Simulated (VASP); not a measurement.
# Be4Se (Pm-3m) in VASP: notebook, part 2 of 2

VASP 6.6.1.

## (4) Relaxation of cell and atoms, PBE

The input, INCAR:

```
SYSTEM = Be4Se
PREC     = Accurate       ! precision mode
ENCUT    = 600            ! plane-wave cutoff, eV
EDIFF    = 1E-6           ! SCF threshold, eV
ISMEAR   = 0              ! smearing method
SIGMA    = 0.1            ! smearing width, eV
LREAL    = .False.        ! projectors in reciprocal space
LASPH    = .True.         ! aspherical terms in the spheres
NELM     = 60             ! most SCF steps
ALGO     = Normal         ! electronic algorithm
ISIF     = 3              ! what is computed and relaxed
LWAVE    = .False.        ! write WAVECAR
LCHARG   = .False.        ! write CHGCAR
GGA      = PE             ! functional
IBRION   = 2              ! ionic algorithm
NSW      = 90             ! ionic steps
EDIFFG   = -0.04          ! ionic threshold
```

The input, KPOINTS:

```
regular mesh
0
Gamma
  4 4 4
  0 0 0
```

The input, POSCAR:

```
Be4Se
1.0
    3.8813722500      0.0000000000      0.0000000000
    0.0000000000      3.8813722500      0.0000000000
    0.0000000000      0.0000000000      3.8813722500
Be Se
4 1
Direct
    0.0000000000      0.0000000000      0.0000000000
    0.5000000000      0.5000000000      0.0000000000
    0.5000000000      0.0000000000      0.5000000000
    0.0000000000      0.5000000000      0.5000000000
    0.5000000000      0.5000000000      0.5000000000
```

Potentials or basis: VASP PAW PBE potentials, release 64 (Be, Se).

The run is started by

```bash
$ cat potpaw_PBE.64/Be/POTCAR potpaw_PBE.64/Se/POTCAR > POTCAR
$ mpirun -np 1 vasp_std > vasp.out
```

OUTCAR:

```text
SYSTEM = Be4Se
   PREC = Accurate
   ENCUT = 600
   EDIFF = 1E-6
   ISMEAR = 0
   LREAL = .False.
   LASPH = .True.
   NELM = 60
   ISIF = 3
   GGA = PE
   IBRION = 2
   NSW = 90
   EDIFFG = -0.04

 ion  position               nearest neighbor table
   1  0.000  0.000  0.000-
   2  0.500  0.500  0.000-   5 1.94   5 1.94
   3  0.500  0.000  0.500-   5 1.94   5 1.94
   4  0.000  0.500  0.500-   5 1.94   5 1.94
   5  0.500  0.500  0.500-   2 1.94   3 1.94   4 1.94   2 1.94   3 1.94   4 1.94

  LATTYP: Found a simple cubic cell.
 ALAT       =     3.8813722500

  Lattice vectors:

 A1 = (   3.8813722500,   0.0000000000,   0.0000000000)
 A2 = (   0.0000000000,   3.8813722500,   0.0000000000)
 A3 = (   0.0000000000,   0.0000000000,   3.8813722500)

Analysis of symmetry for initial positions (statically):
=====================================================================
 Subroutine PRICEL returns:
 Original cell was already a primitive cell.

 Routine SETGRP: Setting up the symmetry group for a
 simple cubic supercell.

 Subroutine GETGRP returns: Found 48 space group operations
 (whereof 48 operations were pure point group operations)
 out of a pool of 48 trial point group operations.

The static configuration has the point symmetry O_h .

Analysis of symmetry for dynamics (positions and initial velocities):
=====================================================================
 Subroutine PRICEL returns:
 Original cell was already a primitive cell.

 Routine SETGRP: Setting up the symmetry group for a
 simple cubic supercell.

 Subroutine GETGRP returns: Found 48 space group operations
 (whereof 48 operations were pure point group operations)
 out of a pool of 48 trial point group operations.

The dynamic configuration has the point symmetry O_h .

 Subroutine INISYM returns: Found 48 space group operations
 (whereof 48 operations are pure point group operations),
 and found     1 'primitive' translations

----------------------------------------------------------------------------------------

                                     Primitive cell

  volume of cell :      58.4731

  direct lattice vectors                    reciprocal lattice vectors
     3.881372250  0.000000000  0.000000000     0.257640838  0.000000000  0.000000000
     0.000000000  3.881372250  0.000000000     0.000000000  0.257640838  0.000000000
     0.000000000  0.000000000  3.881372250     0.000000000  0.000000000  0.257640838

  length of vectors
     3.881372250  3.881372250  3.881372250     0.257640838  0.257640838  0.257640838

  position of ions in fractional coordinates (direct lattice)
     0.000000000  0.000000000  0.000000000
     0.500000000  0.500000000  0.000000000
     0.500000000  0.000000000  0.500000000
     0.000000000  0.500000000  0.500000000
[... 256 lines left out ...]
      4      -1.6507      2.00000
      5       2.1750      2.00000
      6       2.1750      2.00000
      7       2.1750      2.00000
      8       5.1532      2.00000
      9      10.3087      0.00000
     10      10.3087      0.00000
     11      14.3163      0.00000

------------------------ aborting loop because EDIFF is reached ----------------------------------------

  FORCE on cell =-STRESS in cart. coord.  units (eV):
  Direction    XX          YY          ZZ          XY          YZ          ZX
  --------------------------------------------------------------------------------------
  -------------------------------------------------------------------------------------
  Total       10.3030131     10.3030131     10.3030131     -0.0000000     -0.0000000      0.0000000
  in kB      282.3052433    282.3052433    282.3052433     -0.0000000     -0.0000000      0.0000000
  external PRESSURE =     282.3052433 kB  Pullay stress =       0.0000000 kB

 VOLUME and BASIS-vectors are now :
 -----------------------------------------------------------------------------
  energy-cutoff  :      600.00
  volume of cell :       58.47
      direct lattice vectors                 reciprocal lattice vectors
     3.881372250  0.000000000  0.000000000     0.257640838  0.000000000  0.000000000
     0.000000000  3.881372250  0.000000000     0.000000000  0.257640838  0.000000000
     0.000000000  0.000000000  3.881372250     0.000000000  0.000000000  0.257640838

 POSITION                                       TOTAL-FORCE (eV/Angst)
 -----------------------------------------------------------------------------------
      0.00000      0.00000      0.00000         0.000000      0.000000      0.000000
      1.94069      1.94069      0.00000         0.000000      0.000000      0.000000
      1.94069      0.00000      1.94069         0.000000      0.000000      0.000000
      0.00000      1.94069      1.94069         0.000000      0.000000      0.000000
      1.94069      1.94069      1.94069         0.000000      0.000000      0.000000
 -----------------------------------------------------------------------------------
    total drift:                                0.000000     -0.000000     -0.000000

  FREE ENERGIE OF THE ION-ELECTRON SYSTEM (eV)
  ---------------------------------------------------
  free  energy   TOTEN  =       -10.6720337092 eV

  energy  without entropy=      -10.6535623238  energy(sigma->0) =      -10.66279802

--------------------------------------- Ionic step        2  -------------------------------------------

 number of electron      13.9999998 magnetization

 Free energy of the ion-electron system (eV)
  ---------------------------------------------------
  ext. energy  EPLUGINS =         0.00000000
  ---------------------------------------------------
  free energy    TOTEN  =       -12.04666305 eV

  energy without entropy =      -12.03188696  energy(sigma->0) =      -12.03927500

 E-fermi :   4.2825     XC(G=0):  -9.0935

 val. band max:        4.2183453968   @ k =   0.5000   0.2500   0.0000
 cond. band min:       4.3656498886   @ k =   0.5000   0.5000   0.2500
 fundamental gap:      0.1473044918
 Fermi energy:         4.2825275701

 k-point     1 :       0.0000    0.0000    0.0000
  band No.  band energies     occupation
      1     -12.0795      2.00000
      2      -2.7531      2.00000
      3      -2.7531      2.00000
      4      -2.7531      2.00000
      5      -0.4379      2.00000
      6       3.5744      2.00000
      7       3.5744      2.00000
      8       5.6572      0.00000
      9       5.6572      0.00000
     10       5.6572      0.00000
     11       8.1674      0.00000
[... 113 lines left out ...]
 k-point    10 :       0.5000    0.5000    0.5000
  band No.  band energies     occupation
      1     -11.8920      2.00000
      2      -2.9447      2.00000
      3      -2.9447      2.00000
      4      -2.9447      2.00000
      5       1.1351      2.00000
      6       1.1351      2.00000
      7       1.1351      2.00000
      8       2.8648      2.00000
      9       7.4718      0.00000
     10       7.4718      0.00000
     11       9.7723      0.00000

------------------------ aborting loop because EDIFF is reached ----------------------------------------

  FORCE on cell =-STRESS in cart. coord.  units (eV):
  Direction    XX          YY          ZZ          XY          YZ          ZX
  --------------------------------------------------------------------------------------
  -------------------------------------------------------------------------------------
  Total       -0.0093168     -0.0093168     -0.0093168      0.0000000      0.0000000      0.0000000
  in kB       -0.1921077     -0.1921077     -0.1921077      0.0000000      0.0000000      0.0000000
  external PRESSURE =      -0.1921077 kB  Pullay stress =       0.0000000 kB

 VOLUME and BASIS-vectors are now :
 -----------------------------------------------------------------------------
  energy-cutoff  :      600.00
  volume of cell :       77.70
      direct lattice vectors                 reciprocal lattice vectors
     4.267215349 -0.000000000  0.000000000     0.234344864  0.000000000  0.000000000
    -0.000000000  4.267215349  0.000000000     0.000000000  0.234344864  0.000000000
    -0.000000000 -0.000000000  4.267215349    -0.000000000 -0.000000000  0.234344864

 POSITION                                       TOTAL-FORCE (eV/Angst)
 -----------------------------------------------------------------------------------
      0.00000      0.00000      0.00000        -0.000000      0.000000      0.000000
      2.13361      2.13361      0.00000        -0.000000      0.000000      0.000000
      2.13361     -0.00000      2.13361        -0.000000      0.000000      0.000000
     -0.00000      2.13361      2.13361         0.000000      0.000000      0.000000
      2.13361      2.13361      2.13361         0.000000     -0.000000      0.000000
 -----------------------------------------------------------------------------------
    total drift:                                0.000000     -0.000000     -0.000000

  FREE ENERGIE OF THE ION-ELECTRON SYSTEM (eV)
  ---------------------------------------------------
  free  energy   TOTEN  =       -12.0466630490 eV

  energy  without entropy=      -12.0318869562  energy(sigma->0) =      -12.03927500

 reached required accuracy - stopping structural energy minimisation
```

Run time: 15 s. Hardware: 1 thread of AMD EPYC 7R43 (Zen 3), shared host; peak memory 0.15 GiB.

What came out:

```
Free energy                            : -12.0467 eV
Relaxed volume                         : 15.54 Å³/atom
Relaxed cell                           : a = 4.267 Å, b = 4.267 Å, c = 4.267 Å, α = 90.00°, β = 90.00°, γ = 90.00°
Space group after relaxing (to 0.05 Å) : Pm-3m (No. 221)
Energy gained by relaxing              : 274.9 meV/atom
Ionic steps                            : 2
Pressure after relaxing                : 0.0 GPa
Band gap on the k mesh                 : zero (band 7 reaches 4.56 eV, above the bottom of band 8 at 2.86 eV)
```

The path:
```
step  energy change (eV)  largest force (eV/Å)  pressure (GPa)  volume (Å³)
   1              0.0000                0.0000           28.23        58.47
   2             -1.3746                0.0000           -0.02        77.70
```

Final structure:
```
Be Se
1.0
     4.26722    0.00000    0.00000
     0.00000    4.26722    0.00000
     0.00000    0.00000    4.26722
Be Se
4 1
Direct
  0.00000 0.00000 0.00000
  0.50000 0.50000 0.00000
  0.50000 0.00000 0.50000
  0.00000 0.50000 0.50000
  0.50000 0.50000 0.50000
```

Levels at points of the mesh, in eV from the Fermi level:
| k point | band 3 | band 4 | band 5 | band 6 | band 7 | band 8 | band 9 | band 10 | band 11 |
| --- | --- | --- | --- | --- | --- | --- | --- | --- | --- |
| (0.00, 0.00, 0.00) | -7.04 | -7.04 | -4.72 | -0.71 | -0.71 | 1.37 | 1.37 | 1.37 | 3.88 |
| (0.50, 0.00, 0.00) | -6.72 | -6.72 | -2.63 | -1.58 | -0.11 | -0.11 | 0.18 | 1.60 | 3.60 |
| (0.50, 0.50, 0.00) | -7.79 | -6.46 | -4.21 | -0.25 | 0.28 | 0.28 | 1.11 | 1.11 | 2.62 |
| (0.50, 0.50, 0.50) | -7.23 | -7.23 | -3.15 | -3.15 | -3.15 | -1.42 | 3.19 | 3.19 | 5.49 |

Caveat: the k points lie up to 0.37 Å⁻¹ apart in the final cell; the volume moved by over 15 % at a fixed basis, so the end points are rough.

## (5) Single point, PBE

This run uses another cell than the first one, of 15.28 Å³/atom, 1.306 times its volume.

The input, INCAR:

```
ALGO = Normal
EDIFF = 1E-6
ENCUT = 520
GGA = PE
ISIF = 2
ISMEAR = 0
LASPH = T
LCHARG = T
LELF = T
LREAL = F
LVHAR = T
LWAVE = F
NBANDS = 15
NELM = 100
PREC = Accurate
SIGMA = 0.1
```

The input, KPOINTS:

```
k-points
0
Gamma
  10 10 10
```

POSCAR: that of step 4 with these lines changed.

```diff
@@ -2,5 +2,5 @@
 1.0
-    3.8813722500      0.0000000000      0.0000000000
-    0.0000000000      3.8813722500      0.0000000000
-    0.0000000000      0.0000000000      3.8813722500
+    4.2428145303      0.0000000000      0.0000000000
+    0.0000000000      4.2428145303      0.0000000000
+    0.0000000000      0.0000000000      4.2428145303
 Be Se
```

The run is started by

```bash
$ cat potpaw_PBE.64/Be/POTCAR potpaw_PBE.64/Se/POTCAR > POTCAR
$ mpirun -np 1 vasp_std > vasp.out
```

It took 38 s on 1 thread of AMD EPYC 7R43 (Zen 3), shared host; peak memory 0.17 GiB.

It converged, with:

```yaml
Free_energy: -12.1918 eV
Pressure: 0.2 GPa
Band_gap_on_the_k_mesh: zero (band 7 reaches 4.69 eV, above the bottom of band 8 at 3.02 eV)
```

Levels at points of the mesh, in eV from the Fermi level:
| k point | band 4 | band 5 | band 6 | band 7 | band 8 | band 9 | band 10 | band 11 |
| --- | --- | --- | --- | --- | --- | --- | --- | --- |
| (0.00, 0.00, 0.00) | -7.11 | -4.69 | -0.66 | -0.66 | 1.43 | 1.43 | 1.43 | 3.95 |
| (0.50, 0.00, 0.00) | -6.79 | -2.60 | -1.52 | -0.09 | -0.09 | 0.24 | 1.63 | 3.67 |
| (0.50, 0.50, 0.00) | -6.52 | -4.22 | -0.18 | 0.33 | 0.33 | 1.12 | 1.12 | 2.70 |
| (0.50, 0.50, 0.50) | -7.28 | -3.17 | -3.17 | -3.17 | -1.35 | 3.22 | 3.22 | 5.63 |

## (6) Relaxation of cell and atoms, PBE

This run uses another cell than the first one, of 15.47 Å³/atom, 1.323 times its volume.

The input, INCAR:

```
SYSTEM = Be4Se
  PREC = Accurate
  ENCUT = 600
  EDIFF = 1E-6
  ISMEAR = 0
  SIGMA = 0.1
  LREAL = .FALSE.
  LASPH = .TRUE.
  NELM = 60
  ALGO = Normal
  ISIF = 3
  LWAVE = .FALSE.
  LCHARG = .FALSE.
  GGA = PE
  IBRION = 2
  NSW = 100
  EDIFFG = -0.01
```

The input, KPOINTS:

```
Automatic mesh
0
G
  10 10 10
  0 0 0
```

POSCAR: that of step 5 with these lines changed.

```diff
@@ -2,5 +2,5 @@
 1.0
-    4.2428145303      0.0000000000      0.0000000000
-    0.0000000000      4.2428145303      0.0000000000
-    0.0000000000      0.0000000000      4.2428145303
+    4.2610056836      0.0000000000      0.0000000000
+    0.0000000000      4.2610056836      0.0000000000
+    0.0000000000      0.0000000000      4.2610056836
 Be Se
```

Potentials or basis: VASP PAW PBE potentials, release 64 (Be, Se).

The run is started by

```bash
$ cat potpaw_PBE.64/Be/POTCAR potpaw_PBE.64/Se/POTCAR > POTCAR
$ mpirun -np 1 vasp_std > vasp.out
```

Run time: 85 s. Hardware: 1 thread of AMD EPYC 7R43 (Zen 3), shared host; peak memory 0.2 GiB.

Results (log left out):

```
Free energy                            : -12.1921 eV
Relaxed volume                         : 15.31 Å³/atom
Relaxed cell                           : a = 4.246 Å, b = 4.246 Å, c = 4.246 Å, α = 90.00°, β = 90.00°, γ = 90.00°
Space group after relaxing (to 0.05 Å) : Pm-3m (No. 221)
Energy gained by relaxing              : 0.3 meV/atom
Ionic steps                            : 3
Pressure after relaxing                : 0.0 GPa
Band gap on the k mesh                 : zero (band 7 reaches 4.67 eV, above the bottom of band 8 at 3.00 eV)
```

Step by step:
| step | energy change (eV) | largest force (eV/Å) | pressure (GPa) | volume (Å³) |
| --- | --- | --- | --- | --- |
| 1 | 0.0000 | 0.0000 | -0.57 | 77.36 |
| 2 | -0.0014 | 0.0000 | -0.13 | 76.75 |
| 3 | -0.0014 | 0.0000 | 0.00 | 76.57 |

Final structure:
```
Be Se
1.0
     4.24637    0.00000    0.00000
     0.00000    4.24637    0.00000
     0.00000    0.00000    4.24637
Be Se
4 1
Cartesian
  0.0000 0.0000 0.0000
  2.1232 2.1232 0.0000
  2.1232 0.0000 2.1232
  0.0000 2.1232 2.1232
  2.1232 2.1232 2.1232
```

Levels at points of the mesh, in eV from the Fermi level:
```csv
k point,band 3,band 4,band 5,band 6,band 7,band 8,band 9,band 10,band 11
"(0.00, 0.00, 0.00)",-7.10,-7.10,-4.69,-0.67,-0.67,1.43,1.43,1.43,3.94
"(0.50, 0.00, 0.00)",-6.78,-6.78,-2.60,-1.52,-0.09,-0.09,0.24,1.63,3.66
"(0.50, 0.50, 0.00)",-7.85,-6.51,-4.21,-0.19,0.33,0.33,1.12,1.12,2.70
"(0.50, 0.50, 0.50)",-7.27,-7.27,-3.16,-3.16,-3.16,-1.35,3.22,3.22,5.62
```

## (7) Overview

```tsv
task	cell	k mesh	cutoff (eV)	gap on the mesh (eV)	pressure (GPa)	relaxed volume (Å³/atom)
single point	a = 3.881 Å, 5 atoms	4 × 4 × 4	520	none	28.2	-
single point	a = 4.261 Å, 5 atoms	4 × 4 × 4	520	none	0.2	-
relaxation of cell and atoms	relaxed from a = 3.881 Å, 5 atoms	4 × 4 × 4	600	none	0.0	15.54
single point	a = 4.243 Å, 5 atoms	10 × 10 × 10	520	none	0.2	-
relaxation of cell and atoms	relaxed from a = 4.261 Å, 5 atoms	10 × 10 × 10	600	none	0.0	15.31
```

Alike in all rows: level PBE; potentials or basis VASP PAW PBE potentials, release 64 (Be, Se); no spin polarisation; smearing gaussian 0.1 eV.

Caveats: some runs use coarse meshes; the volume moved by over 15 % at a fixed basis, so the end points are rough (some runs).

Total energies depend on the potentials used, so only differences within one code and one set of settings carry meaning.
